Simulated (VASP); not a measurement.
# SbAsSe4 (I4) in VASP: further runs

SbAsSe4 is run at these levels: PBEsol, r2SCAN+rVV10; tasks: single point.

All numbers are computed with VASP 6.6.1; they aren't measurements. Logs are shortened: lines on timing, memory, paths and dates and some standing lists are left out, and cuts for length are marked.

## 1. The cell of the first run

The structure is tetragonal, space group I4 (No. 79). The conventional cell has a = 6.481 Å, b = 6.481 Å, c = 6.767 Å, α = 90.00°, β = 90.00°, γ = 90.00°. Within 3.8 Å of Sb (site symmetry 4) lie 8 Se at 2.87 to 3.45 Å and 2 As at 2.97 to 3.80 Å. Within 3.5 Å of As (site symmetry 4) lie 8 Se at 2.62 to 3.49 Å and 1 Sb at 2.97 Å. Within 3.3 Å of Se (site symmetry 1) lie 3 Se at 2.50 to 3.26 Å and 1 As at 2.62 Å and 1 Sb at 2.87 Å.

## 2. Single point, PBEsol

File INCAR:

```
SYSTEM = SbAsSe4
ALGO = Normal
EDIFF = 1E-6
ENCUT = 520
GGA = PS
ISIF = 2
ISMEAR = -1
LASPH = .True.
LCHARG = .False.
LREAL = .False.
LWAVE = .False.
NBANDS = 26
NELM = 60
PREC = Accurate
SIGMA = 0.03
```

File KPOINTS:

```
k-points
0
Gamma
  6 6 6
  0 0 0
```

File POSCAR:

```
SbAsSe4
1.0
   -3.2405651535      3.2405651535      3.3833299418
    3.2405651535     -3.2405651535      3.3833299418
    3.2405651535      3.2405651535     -3.3833299418
Sb As Se
1 1 4
Direct
    0.2025652440      0.2025652440      0.0000000000
    0.6414543809      0.6414543809      0.0000000000
    0.4842311200      0.7172407266      0.5539351640
   -0.0697040440      0.4842311200      0.7669903934
    0.7172407266      0.1633055626      0.2330096066
    0.1633055626     -0.0697040440      0.4460648360
```

Potentials or basis: VASP PAW PBE potentials, release 64 (Sb, As, Se).

The run is started by

```bash
cat potpaw_PBE.64/Sb/POTCAR potpaw_PBE.64/As/POTCAR potpaw_PBE.64/Se/POTCAR > POTCAR
mpirun -np 1 vasp_std > vasp.out
```

OUTCAR:

```text
SYSTEM = SbAsSe4
   EDIFF = 1E-6
   ENCUT = 520
   GGA = PS
   ISIF = 2
   ISMEAR = -1
   LASPH = .True.
   LREAL = .False.
   NELM = 60
   PREC = Accurate

 ion  position               nearest neighbor table
   1  0.203  0.203  0.000-   5 2.87   4 2.87   3 2.87   6 2.87   2 2.97
   2  0.641  0.641  0.000-   3 2.62   6 2.62   5 2.62   4 2.62   1 2.97
   3  0.484  0.717  0.554-   6 2.50   2 2.62   1 2.87
   4  0.930  0.484  0.767-   5 2.50   2 2.62   1 2.87
   5  0.717  0.163  0.233-   4 2.50   2 2.62   1 2.87
   6  0.163  0.930  0.446-   3 2.50   2 2.62   1 2.87

  LATTYP: Found a body centered tetragonal cell.
 ALAT       =     6.4811303070
 C/A-ratio  =     1.0440555217

  Lattice vectors:

 A1 = (  -3.2405651535,   3.2405651535,   3.3833299418)
 A2 = (   3.2405651535,  -3.2405651535,   3.3833299418)
 A3 = (   3.2405651535,   3.2405651535,  -3.3833299418)

Analysis of symmetry for initial positions (statically):
=====================================================================
 Subroutine PRICEL returns:
 Original cell was already a primitive cell.

 Routine SETGRP: Setting up the symmetry group for a
 body centered tetragonal supercell.

 Subroutine GETGRP returns: Found  4 space group operations
 (whereof  4 operations were pure point group operations)
 out of a pool of 16 trial point group operations.

The static configuration has the point symmetry     .

Analysis of symmetry for dynamics (positions and initial velocities):
=====================================================================
 Subroutine PRICEL returns:
 Original cell was already a primitive cell.

 Routine SETGRP: Setting up the symmetry group for a
 body centered tetragonal supercell.

 Subroutine GETGRP returns: Found  4 space group operations
 (whereof  4 operations were pure point group operations)
 out of a pool of 16 trial point group operations.

The dynamic configuration has the point symmetry     .

 Subroutine INISYM returns: Found  4 space group operations
 (whereof  4 operations are pure point group operations),
 and found     1 'primitive' translations

----------------------------------------------------------------------------------------

                                     Primitive cell

  volume of cell :     142.1169

  direct lattice vectors                    reciprocal lattice vectors
    -3.240565153  3.240565153  3.383329942     0.000000000  0.154294074  0.147783399
     3.240565153 -3.240565153  3.383329942     0.154294074  0.000000000  0.147783399
     3.240565153  3.240565153 -3.383329942     0.154294074  0.154294074  0.000000000

  length of vectors
     5.696441567  5.696441567  5.696441567     0.213650636  0.213650636  0.218204772

  position of ions in fractional coordinates (direct lattice)
     0.202565244  0.202565244  0.000000000
     0.641454381  0.641454381  0.000000000
     0.484231120  0.717240727  0.553935164
     0.930295956  0.484231120  0.766990393
     0.717240727  0.163305563  0.233009607
     0.163305563  0.930295956  0.446064836

  ion indices of the primitive-cell ions
   primitive index   ion index
                 1           1
                 2           2
                 3           3
                 4           4
                 5           5
                 6           6

----------------------------------------------------------------------------------------

 KPOINTS: k-points

Automatic generation of k-mesh.
 Grid dimensions read from file:
 generate k-points for:    6    6    6

 Generating k-lattice:

  Cartesian coordinates                     Fractional coordinates (reciprocal lattice)
     0.000000000  0.025715679  0.024630567     0.166666667  0.000000000  0.000000000
     0.025715679  0.000000000  0.024630567     0.000000000  0.166666667  0.000000000
     0.025715679  0.025715679  0.000000000     0.000000000  0.000000000  0.166666667

  Length of vectors
     0.035608439  0.035608439  0.036367462

  Shift w.r.t. Gamma in fractional coordinates (k-lattice)
     0.000000000  0.000000000  0.000000000

 Subroutine IBZKPT returns following result:
 ===========================================

 Found     36 irreducible k-points:

 Following reciprocal coordinates:
            Coordinates               Weight
  0.000000  0.000000  0.000000      1.000000
  0.166667  0.000000  0.000000      8.000000
  0.333333  0.000000  0.000000      8.000000
  0.500000  0.000000  0.000000      4.000000
  0.166667  0.166667  0.000000      8.000000
  0.333333  0.166667  0.000000      8.000000
[... 16 lines left out ...]
 -0.333333  0.333333 -0.166667      4.000000
 -0.166667  0.333333  0.166667      8.000000
 [... further k-points ...]
   k-points           NKPTS =     36   k-points in BZ     NKDIM =     36   number of bands    NBANDS=     26
   number of dos      NEDOS =    301   number of ions     NIONS =      6
   total plane-waves  NPLWV =  74088
   dimension x,y,z NGX =    42 NGY =   42 NGZ =   42
   dimension x,y,z NGXF=    84 NGYF=   84 NGZF=   84
   ions per type =               1   1   4
   NGX,Y,Z   is equivalent  to a cutoff of  12.26, 12.26, 12.26 a.u.
   NGXF,Y,Z  is equivalent  to a cutoff of  24.51, 24.51, 24.51 a.u.
 SYSTEM =  SbAsSe4
   PREC   = accura    normal or accurate (medium, high low for compatibility)
   ISTART =      0    job   : 0-new  1-cont  2-samecut
   ICHARG =      2    charge: 1-file 2-atom 10-const
   ISPIN  =      1    spin polarized calculation?
   LNONCOLLINEAR =      F non collinear calculations
   LSORBIT =      F    spin-orbit coupling
   LASPH  =      T    aspherical Exc in radial PAW
   ENCUT  =  520.0 eV  38.22 Ry    6.18 a.u.  10.59 10.59 10.59*2*pi/ulx,y,z
   NELM   =     60;   NELMIN=  2; NELMDL= -5     # of ELM steps
   EDIFF  = 0.1E-05   stopping-criterion for ELM
   LREAL  =      F    real-space projection
   EDIFFG = 0.1E-04   stopping-criterion for IOM
   NSW    =      0    number of steps for IOM
   IBRION =     -1    ionic relax: 0-MD 1-quasi-New 2-CG
   NFREE  =      0    steps in history (QN), initial steepest desc. (CG)
   ISIF   =      2    stress and relaxation
   ISYM   =      2    0-nonsym 1-usesym 2-fastsym
   POTIM  = 0.5000    time-step for ionic-motion
   TEBEG  =    0.0;   TEEND  =   0.0 temperature during run
   PSTRESS=    0.0 pullay stress
   NELECT =      34.0000    total number of electrons
   NUPDOWN=      -1.0000    fix difference up-down
   EMIN   =  10.00;   EMAX   =-10.00  energy-range for DOS
   EFERMI =   0.00;   METHOD = LEGACY
   ISMEAR =    -1;   SIGMA  =   0.03  broadening in eV -4-tet -1-fermi 0-gaus
   EFERMI_NEDOS =   21; number of points for ismear=-14 and -15
   IALGO  =     38    algorithm
   IMIX   =      4    mixing-type and parameters
     AMIX     =   0.40;   BMIX     =  1.00
     AMIX_MAG =   1.60;   BMIX_MAG =  1.00
  volume/ion in A,a.u.               =      23.69       159.84
  Fermi-wavevector in a.u.,A,eV,Ry     =   1.016294  1.920516 14.052813  1.032853
  Thomas-Fermi vector in A             =   2.149629
   LORBIT       =      0    0 simple, 1 ext, 2 COOP (PROOUT), +10 PAW based schemes
   GGA     = PS    functional components
   LHFCALC =     F    Hartree Fock is set to
   AEXX    =    0.0000 exact exchange contribution
   IVDW    =     0    specifies the selected vdW correction
   LEPSILON=     F    determine dielectric tensor
   LRPA    =     F    only Hartree local field effects (RPA)
 non-spin polarized calculation
  energy-cutoff  :      520.00
  volume of cell :      142.12
 maximum number of plane-waves:      3860
   NGX = 21   NGY = 21   NGZ = 21

 number of electron      33.9999997 magnetization

 Free energy of the ion-electron system (eV)
  ---------------------------------------------------
  ext. energy  EPLUGINS =         0.00000000
  ---------------------------------------------------
  free energy    TOTEN  =       -24.66336650 eV

  energy without entropy =      -24.65820554  energy(sigma->0) =      -24.66078602

 E-fermi :   5.3111     XC(G=0):  -9.9871

 val. band max:        5.2082563653   @ k =   0.3333   0.1667   0.1667
 cond. band min:       5.3585583392   @ k =   0.1667   0.0000   0.0000
 fundamental gap:      0.1503019739
 Fermi energy:         5.3110743024

 k-point     1 :       0.0000    0.0000    0.0000
  band No.  band energies     occupation
      1     -10.5025      2.00000
      2      -8.4142      2.00000
      3      -7.1072      2.00000
      4      -7.1072      2.00000
      5      -5.5082      2.00000
      6      -4.0069      2.00000
[... 18 lines left out ...]
     25      11.7288      0.00000
     26      11.8869      0.00000

 k-point     2 :       0.1667    0.0000    0.0000
  band No.  band energies     occupation
      1     -10.3801      2.00000
      2      -8.5377      2.00000
      3      -7.2430      2.00000
      4      -7.1686      2.00000
      5      -5.4606      2.00000
      6      -4.0531      2.00000
[... 18 lines left out ...]
     25      11.4416      0.00000
     26      11.6842      0.00000

 k-point     3 :       0.3333    0.0000    0.0000
  band No.  band energies     occupation
      1     -10.0363      2.00000
      2      -8.9091      2.00000
      3      -7.4615      2.00000
      4      -7.2879      2.00000
      5      -5.4139      2.00000
      6      -4.0886      2.00000
[... 18 lines left out ...]
     25      10.7120      0.00000
     26      11.5026      0.00000

 k-point     4 :       0.5000    0.0000    0.0000
  band No.  band energies     occupation
      1      -9.6641      2.00000
      2      -9.3087      2.00000
      3      -7.5476      2.00000
      4      -7.3457      2.00000
      5      -5.4086      2.00000
      6      -4.0849      2.00000
[... 18 lines left out ...]
     25      10.6414      0.00000
     26      11.1447      0.00000
[... 496 lines left out ...]
      1      -9.7841      2.00000
      2      -9.0532      2.00000
      3      -7.9732      2.00000
      4      -7.1416      2.00000
      5      -5.1999      2.00000
      6      -3.9914      2.00000
[... 18 lines left out ...]
     25      11.0788      0.00000
     26      11.4563      0.00000

 k-point    23 :      -0.3333    0.3333   -0.1667
  band No.  band energies     occupation
      1      -9.7922      2.00000
      2      -9.0271      2.00000
      3      -7.9913      2.00000
      4      -7.1720      2.00000
      5      -5.1228      2.00000
      6      -3.9958      2.00000
[... 18 lines left out ...]
     25      10.7605      0.00000
     26      11.4194      0.00000

 k-point    24 :      -0.1667    0.3333    0.1667
  band No.  band energies     occupation
      1      -9.8212      2.00000
      2      -9.1138      2.00000
      3      -7.5655      2.00000
      4      -7.3458      2.00000
      5      -5.3297      2.00000
      6      -4.0829      2.00000
[... 18 lines left out ...]
     25      10.8721      0.00000
     26      11.3050      0.00000

 [... further k-points ...]
[... 5 lines left out ...]
  --------------------------------------------------------------------------------------
  -------------------------------------------------------------------------------------
  Total        0.1631942      0.1631942      0.0447404      0.0000000     -0.0000000      0.0000000
  in kB        1.8397950      1.8397950      0.5043880      0.0000005     -0.0000000      0.0000000
  external PRESSURE =       1.3946593 kB  Pullay stress =       0.0000000 kB

 VOLUME and BASIS-vectors are now :
 -----------------------------------------------------------------------------
  energy-cutoff  :      520.00
  volume of cell :      142.12
      direct lattice vectors                 reciprocal lattice vectors
    -3.240565153  3.240565153  3.383329942     0.000000000  0.154294074  0.147783399
     3.240565153 -3.240565153  3.383329942     0.154294074  0.000000000  0.147783399
     3.240565153  3.240565153 -3.383329942     0.154294074  0.154294074  0.000000000

 POSITION                                       TOTAL-FORCE (eV/Angst)
 -----------------------------------------------------------------------------------
      0.00000      0.00000      1.37069        -0.000000      0.000000     -0.013175
      0.00000      0.00000      4.34050        -0.000000      0.000000     -0.025598
      2.55015      1.03998      2.19083        -0.011846      0.005229      0.009693
      1.03998      3.93098      2.19083         0.005229      0.011846      0.009693
     -1.03998      2.55015      2.19083        -0.005229     -0.011846      0.009693
      3.93098     -1.03998      2.19083         0.011846     -0.005229      0.009693
 -----------------------------------------------------------------------------------
    total drift:                                0.000001      0.000001      0.000465

  FREE ENERGIE OF THE ION-ELECTRON SYSTEM (eV)
  ---------------------------------------------------
  free  energy   TOTEN  =       -24.6633665029 eV

  energy  without entropy=      -24.6582055361  energy(sigma->0) =      -24.66078602
```

Wall time 53 s (1 thread of Intel Xeon 6975P-C (Granite Rapids), shared host); peak memory 0.33 GiB.

Results:

```
Free energy            : -24.6634 eV
Pressure               : 0.1 GPa
Largest force          : 0.026 eV/Å
Band gap on the k mesh : zero (band 17 reaches 5.92 eV, above the bottom of band 18 at 4.91 eV)
```

Forces in eV/Å, atoms in the order of the input:
```
Sb   0.000  0.000 -0.013
As   0.000  0.000 -0.026
Se  -0.012  0.005  0.010
Se   0.005  0.012  0.010
Se  -0.005 -0.012  0.010
Se   0.012 -0.005  0.010
```

Stress tensor (GPa, compression positive):
```
0.18 0.00 0.00
0.00 0.18 0.00
0.00 0.00 0.05
```

Levels at points of the mesh, in eV from the Fermi level:
| k point | band 13 | band 14 | band 15 | band 16 | band 17 | band 18 | band 19 | band 20 | band 21 | band 22 |
| --- | --- | --- | --- | --- | --- | --- | --- | --- | --- | --- |
| (0.00, 0.00, 0.00) | -3.85 | -2.46 | -1.82 | -1.40 | 0.12 | 0.12 | 1.64 | 2.34 | 2.50 | 2.50 |
| (0.50, 0.00, 0.00) | -2.75 | -2.29 | -2.10 | -1.51 | -1.10 | -0.27 | 0.79 | 1.51 | 1.95 | 2.56 |
| (0.50, 0.50, 0.00) | -2.75 | -1.88 | -1.49 | -1.19 | -0.54 | 0.66 | 0.89 | 1.60 | 1.70 | 1.98 |
| (0.50, 0.50, 0.50) | -2.31 | -1.72 | -1.03 | -0.93 | 0.06 | 0.29 | 0.29 | 1.83 | 1.83 | 2.42 |

Caveat: the PAW data sets were made with another functional, which shifts forces and pressure a little; spin-orbit coupling is left out, which moves the levels of the heavy elements.

## 3. Single point, r2SCAN+rVV10

This run uses another cell than the first one, of 25.35 Å³/atom, 1.070 times its volume.

File POSCAR:

```
SbAsSe4
1.0
   -3.3183879256      3.3183879256      3.4537428297
    3.3183879256     -3.3183879256      3.4537428297
    3.3183879256      3.3183879256     -3.4537428297
Sb As Se
1 1 4
Direct
    0.2420843948      0.2420843948      0.0000000000
    0.6503902056      0.6503902056      0.0000000000
    0.4648106099      0.7115797840      0.5530811990
   -0.0882705891      0.4648106099      0.7532308259
    0.7115797840      0.1584985849      0.2467691741
    0.1584985849     -0.0882705891      0.4469188010
```

File INCAR.step1:

```
PREC = Accurate
ENCUT = 520
ISMEAR = -1
SIGMA = 0.03
LREAL = False
LASPH = True
NELM = 60
NBANDS = 26
GGA = PE
ALGO = Normal
EDIFF = 1E-4
LWAVE = True
LCHARG = False
```

File INCAR.step2:

```
PREC = Accurate
ENCUT = 520
EDIFF = 1E-6
ISMEAR = -1
SIGMA = 0.03
LREAL = False
LASPH = True
NELM = 60
ALGO = Normal
ISIF = 2
LWAVE = False
LCHARG = False
METAGGA = R2SCAN
LMIXTAU = True
LUSE_VDW = True
IVDW_NL = 2
BPARAM = 11.95
CPARAM = 0.0093
NBANDS = 26
ISTART = 1
```

File KPOINTS:

```
regular mesh
0
Gamma
  6 6 6
```

Potentials or basis: VASP PAW PBE potentials, release 64 (Sb, As, Se).

The run is started by

```bash
cat potpaw_PBE.64/Sb/POTCAR potpaw_PBE.64/As/POTCAR potpaw_PBE.64/Se/POTCAR > POTCAR
cp INCAR.step1 INCAR
mpirun -np 1 vasp_std > vasp.out
cp INCAR.step2 INCAR
mpirun -np 1 vasp_std > vasp.out
```

Run time: 5.2 min. Hardware: 1 thread of Intel Xeon 6975P-C (Granite Rapids), shared host; peak memory 0.83 GiB.

Results (log left out):

- Free energy: -96.2130 eV
- Pressure: 0.1 GPa
- Largest force: 0.018 eV/Å
- Band gap on the k mesh: zero (band 17 reaches 4.96 eV, above the bottom of band 18 at 4.47 eV)

Forces on the atoms (eV/Å):
```
Sb   0.000  0.000 -0.018
As   0.000  0.000 -0.002
Se  -0.002  0.002  0.005
Se   0.002  0.002  0.005
Se  -0.002 -0.002  0.005
Se   0.002 -0.002  0.005
```

Levels at points of the mesh, in eV from the Fermi level:
| k point | band 13 | band 14 | band 15 | band 16 | band 17 | band 18 | band 19 | band 20 | band 21 | band 22 |
| --- | --- | --- | --- | --- | --- | --- | --- | --- | --- | --- |
| (0.00, 0.00, 0.00) | -3.34 | -2.57 | -1.85 | -1.66 | 0.13 | 0.13 | 1.68 | 2.05 | 2.32 | 2.32 |
| (0.50, 0.00, 0.00) | -3.01 | -2.38 | -2.23 | -1.43 | -1.17 | 0.12 | 0.86 | 1.76 | 1.99 | 2.81 |
| (0.50, 0.50, 0.00) | -2.97 | -2.05 | -1.78 | -1.19 | -0.68 | 0.62 | 1.20 | 1.87 | 1.97 | 2.43 |
| (0.50, 0.50, 0.50) | -2.19 | -1.89 | -1.71 | -1.20 | 0.18 | 0.23 | 0.23 | 2.21 | 2.21 | 2.75 |

Caveat: the PAW data sets were made with another functional, which shifts forces and pressure a little; spin-orbit coupling is left out, which moves the levels of the heavy elements.
